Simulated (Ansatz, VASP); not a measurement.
Two plane-wave programs on HfSn3Se8

INCAR

```
PREC     = Accurate       # precision mode
ENCUT    = 520            # plane-wave cutoff, eV
EDIFF    = 1E-6           # SCF threshold, eV
ISMEAR   = 0              # smearing method
SIGMA    = 0.2            # smearing width, eV
LREAL    = False          # projectors in reciprocal space
LASPH    = True           # aspherical terms in the spheres
NELM     = 80             # most SCF steps
ALGO     = Normal         # electronic algorithm
ISIF     = 2              # what is computed and relaxed
LWAVE    = False          # write WAVECAR
LCHARG   = True           # write CHGCAR
GGA      = PE             # functional
LELF     = True           # ELF
LVHAR    = True         
NBANDS   = 62             # bands
```

Contents of KPOINTS:

```
regular mesh
0
Gamma
  4 4 4
```

POSCAR

```
HfSn3Se8
1.0
    0.0000000000     -7.7118780000      0.0000000000
   -6.6791586000     -3.8559390000      0.0000000000
   -0.0088557000     -3.8559390000     -7.1102108000
Hf Sn Se
1 3 8
Direct
    0.0000000000      0.0000000000      0.0000000000
    0.5000000000      0.5000000000      0.0000000000
    1.0000000000      0.5000000000      0.0000000000
    0.5000000000      0.0000000000      0.0000000000
    0.7844810000      0.1640490000      0.7749760000
    0.2763250000      0.6719790000      0.7753710000
    0.7778330000      0.6670640000      0.7772700000
    0.2764940000      0.1640490000      0.7749760000
    0.2155190000      0.8359510000      0.2250240000
    0.7236750000      0.3280210000      0.2246290000
    0.2221670000      0.3329360000      0.2227300000
    0.7235060000      0.8359510000      0.2250240000
```

Input for Ansatz:

```yaml
crystal:
  lattice:
    - [0.0, -7.711878, 0.0]
    - [-6.6791586, -3.855939, 0.0]
    - [-0.0088557, -3.855939, -7.1102108]
  atoms:
    - { symbol: Hf, position: [0.0, 0.0, 0.0] }
    - { symbol: Sn, position: [0.5, 0.5, 0.0] }
    - { symbol: Sn, position: [1.0, 0.5, 0.0] }
    - { symbol: Sn, position: [0.5, 0.0, 0.0] }
    - { symbol: Se, position: [0.784481, 0.164049, 0.774976] }
    - { symbol: Se, position: [0.276325, 0.671979, 0.775371] }
    - { symbol: Se, position: [0.777833, 0.667064, 0.77727] }
    - { symbol: Se, position: [0.276494, 0.164049, 0.774976] }
    - { symbol: Se, position: [0.215519, 0.835951, 0.225024] }
    - { symbol: Se, position: [0.723675, 0.328021, 0.224629] }
    - { symbol: Se, position: [0.222167, 0.332936, 0.22273] }
    - { symbol: Se, position: [0.723506, 0.835951, 0.225024] }
basis:
  ecutwfc: 420
kpoints:
  mp_grid: { grid: [4, 4, 4] }
hamiltonian:
  xc: pbe
scf:
  occupations: { method: gaussian, width: 0.2 }
  lower_state_search: "off"
output:
  forces: true
  stress: true
  eigenvalues: true
```

Alike in both runs: task single point; functional PBE; k mesh 4 × 4 × 4; occupations gaussian, width 0.2 eV; no spin polarisation.

```csv
,VASP,Ansatz
version,VASP 6.6.1,Ansatz 0.2.0
potentials or method,"VASP PAW PBE potentials, release 64 (Hf_pv, Sn_d, Se), cutoff 520 eV","scalar-relativistic, plane waves, PAW"
valence electrons in the cell,100,196
```

|  | VASP | Ansatz | Ansatz less VASP |
| --- | --- | --- | --- |
| gap on the k mesh at the Fermi level (eV) | 0.26 | 0.26 | 0.000 |
| least direct gap on the mesh (eV) | 0.28 | 0.28 | -0.002 |
| pressure (GPa) | 0.0 | 0.0 | +0.04 |
| traceless stress, the component that is largest in VASP (GPa) | 0.05 | 0.04 | -0.013 |
| rms of the force components (eV/Å) | 0.020 | 0.010 | -0.0101 |

Atom by atom the forces differ by 0.012 eV/Å (rms over components). With one functional, cell and mesh, what is left measures potentials, basis and numerics. VASP's potentials hold 100 valence electrons a cell and Ansatz's 196, so a difference there can come from the potentials and not from the codes.

Neither program's run includes spin-orbit coupling.
